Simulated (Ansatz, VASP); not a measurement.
Given: the input of a run of Ansatz 0.2.0 on MnS.

input.yaml

```yaml
crystal:
  lattice:
    - [1.8299960138, 1.0565486912, 2.9709202777]
    - [-1.8299960138, 1.0565486912, 2.9709202777]
    - [0.0, -2.1130973823, 2.9709202777]
  atoms:
    - { symbol: Mn, position: [0.0, 0.0, 0.0], spin: 4.0 }
    - { symbol: S, position: [0.5, 0.5, 0.5] }
hamiltonian:
  xc: pbe
  pseudopotentials: { kind: paw }
magnetization:
  spin_polarized: true
  initial_magnetization: 4.0
  spin_locking: { lock_magnetization: hard }
kpoints:
  mp_grid: { grid: [8, 8, 8] }
scf:
  occupations: { method: fermi_dirac, width: 0.05 }
  lower_state_search: "off"
output:
  forces: true
  stress: true
  eigenvalues: true
```

Potentials or basis: Ansatz PAW.

Launch:

```bash
$ ansatz run input.yaml --threads 2 --pin off --max-ram 5632MiB --backend cpu --events-out ev --progress --plain --runs-dir out
```

Set up the same calculation for VASP 6.6.1. Potentials there: VASP PAW PBE potentials, release 64 (Mn_sv, S).

As run (the cutoff follows the program's own potentials):

Contents of INCAR:

```
SYSTEM = MnS
ALGO = Normal ; EDIFF = 1E-6
ENCUT = 600 ; GGA = PE
GGA_COMPAT = .FALSE. ; ISIF = 2
ISMEAR = -1 ; ISPIN = 2
LASPH = .TRUE. ; LCHARG = .FALSE.
LMAXMIX = 4 ; LORBIT = 11
LREAL = .FALSE. ; LWAVE = .FALSE.
MAGMOM = 4 0 ; NBANDS = 22
NELM = 200 ; NUPDOWN = 4.0
PREC = Accurate ; SIGMA = 0.05
```

File KPOINTS:

```
k-points
0
G
  8 8 8
  0 0 0
```

Contents of POSCAR:

```
MnS
1.0
    1.8299960138      1.0565486912      2.9709202777
   -1.8299960138      1.0565486912      2.9709202777
    0.0000000000     -2.1130973823      2.9709202777
Mn S
1 1
Direct
    0.0000000000      0.0000000000      0.0000000000
    0.5000000000      0.5000000000      0.5000000000
```

Potentials or basis: VASP PAW PBE potentials, release 64 (Mn_sv, S).

Run with:

```sh
$ cat potpaw_PBE.64/Mn_sv/POTCAR potpaw_PBE.64/S/POTCAR > POTCAR
$ mpirun -np 1 vasp_std > vasp.out
```

Both were run:

|  | VASP | Ansatz | Ansatz less VASP |
| --- | --- | --- | --- |
| pressure (GPa) | -9.3 | -8.4 | +0.92 |
| traceless stress, the component that is largest in VASP (GPa) | 0.26 | 0.26 | +0.001 |
| net moment per atom (μB) | 2.00 | 2.00 | 0.000 |
| size of the moment on the site where the two differ most (μB) | 3.61 | 3.74 | +0.128 |

Site moments also hang on the region over which each program counts them.
